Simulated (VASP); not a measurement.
C:

```
C
1.0
    -2.11187    2.11187    1.26750
     2.11187   -2.11187    1.26750
     2.11187    2.11187   -1.26750
C
4
Direct
  0.68050 0.68050 0.36100
  0.31950 0.31950 0.63900
  0.31950 0.68050 0.00000
  0.68050 0.31950 0.00000
```

```yaml
Program: VASP 6.6.1
Task: relaxation of cell and atoms
Functional: PBE
Potentials_or_basis: VASP PAW PBE potentials, release 64 (C)
Cutoff: 600 eV
k_mesh: 8 × 8 × 8
Occupations: gaussian, width 0.1 eV
Spin: no spin polarisation
```

At the start: pressure 27.5 GPa; volume 5.65 Å³/atom.

Task: Where does the relaxation end?

Result: Over 8 steps the energy falls by 57.3 meV/atom and the volume is 6.02 Å³/atom (+6.5 %); space group I4/mmm (No. 139, to 0.05 Å).

Step by step:
| step | energy change (eV) | largest force (eV/Å) | pressure (GPa) | volume (Å³) |
| --- | --- | --- | --- | --- |
| 1 | 0.0000 | 0.4626 | 27.46 | 22.61 |
| 2 | 0.0897 | 1.6618 | -21.96 | 25.87 |
| 3 | -0.2050 | 0.8888 | 0.68 | 24.00 |
| 4 | -0.1420 | 1.5263 | -6.56 | 24.59 |
| 5 | -0.2282 | 0.0349 | -2.13 | 24.20 |
| 6 | -0.2283 | 0.0516 | -2.09 | 24.20 |
| 7 | -0.2285 | 0.0500 | 1.72 | 23.97 |
| 8 | -0.2291 | 0.0041 | -0.01 | 24.07 |

Final structure:
```
CELL_PARAMETERS angstrom
-2.18946 2.18946 1.25545
2.18946 -2.18946 1.25545
2.18946 2.18946 -1.25545
ATOMIC_POSITIONS crystal
C 0.68025 0.68025 0.36050
C 0.31975 0.31975 0.63950
C 0.31975 0.68025 0.00000
C 0.68025 0.31975 0.00000
```
